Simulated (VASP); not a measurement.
Crystal: ScAl3N3.

```
CELL_PARAMETERS angstrom
5.61479 -1.68269 0.00000
5.61479 1.68269 0.00000
-0.91909 0.00000 5.82297
ATOMIC_POSITIONS crystal
Sc 0.93348 0.93348 0.31427
Al 0.69090 0.69090 0.58144
Al 0.42610 0.42610 0.80809
Al 0.19526 0.19526 0.03366
N 0.00199 0.00199 0.01658
N 0.74912 0.74912 0.26289
N 0.50314 0.50314 0.48307
```

The cell was generated, and may not be a known phase.

| Item | Value |
| --- | --- |
| Program | VASP 6.6.1 |
| Task | relaxation of cell and atoms |
| Functional | PBE |
| Potentials or basis | VASP PAW PBE potentials, release 64 (Sc_sv, Al, N) |
| Cutoff | 600 eV |
| k mesh | 5 × 5 × 3 |
| Occupations | gaussian, width 0.2 eV |
| Spin | no spin polarisation |

At the start: pressure -14.5 GPa; volume 15.72 Å³/atom.

Where does the relaxation end?

Over 16 steps the energy falls by 363.8 meV/atom and the volume is 13.27 Å³/atom (-15.6 %); space group Cm (No. 8, to 0.1 Å) before and after.

The path:
| step | energy change (eV) | largest force (eV/Å) | pressure (GPa) | volume (Å³) |
| --- | --- | --- | --- | --- |
| 1 | 0.0000 | 3.4359 | -14.50 | 110.03 |
| 2 | -2.1453 | 1.8346 | 7.91 | 88.85 |
| 3 | -2.1556 | 1.8487 | 5.98 | 89.86 |
| 4 | -2.4559 | 0.7538 | 0.47 | 92.65 |
| 5 | -2.4687 | 0.3928 | 1.18 | 92.16 |
| 6 | -2.5124 | 0.3006 | -1.03 | 93.55 |
| 7 | -2.5125 | 0.3125 | -1.15 | 93.63 |
| 8 | -2.5312 | 0.2126 | 0.12 | 92.87 |
| 9 | -2.5323 | 0.2088 | 0.52 | 92.65 |
| 10 | -2.5386 | 0.1353 | -0.03 | 93.01 |
| 11 | -2.5388 | 0.1606 | -0.16 | 93.09 |
| 12 | -2.5419 | 0.1037 | -0.11 | 93.08 |
| 13 | -2.5420 | 0.1285 | -0.09 | 93.07 |
| 14 | -2.5442 | 0.0928 | 0.00 | 92.95 |
| 15 | -2.5450 | 0.1114 | 0.11 | 92.81 |
| 16 | -2.5465 | 0.0540 | -0.13 | 92.86 |

Final structure:
```xyz
7
Lattice="5.1379 -1.6044 -0.0319 5.1379 1.6044 -0.0319 -0.8762 0.0000 5.6381" Properties=species:S:1:pos:R:3 pbc="T T T"
Sc    9.3896    0.0000    1.7149
Al    6.6526    0.0000    3.1528
Al    3.7534    0.0000    4.5391
Al    1.8487    0.0000    0.3381
N    -0.8459    0.0000    5.5062
N     7.3306    0.0000    1.3183
N     4.7698    0.0000    2.9409
```

Caveat: the k points lie up to 0.41 Å⁻¹ apart in the final cell, too coarse for converged energies and pressures of a metal; the volume moved by over 15 % at a fixed basis, so the end points are rough; an odd number of electrons without spin polarisation forces a metal; a magnetic or distorted state may lie lower; the relaxation stopped at a loose force limit of 0.08 eV/Å, so its end isn't a converged minimum.
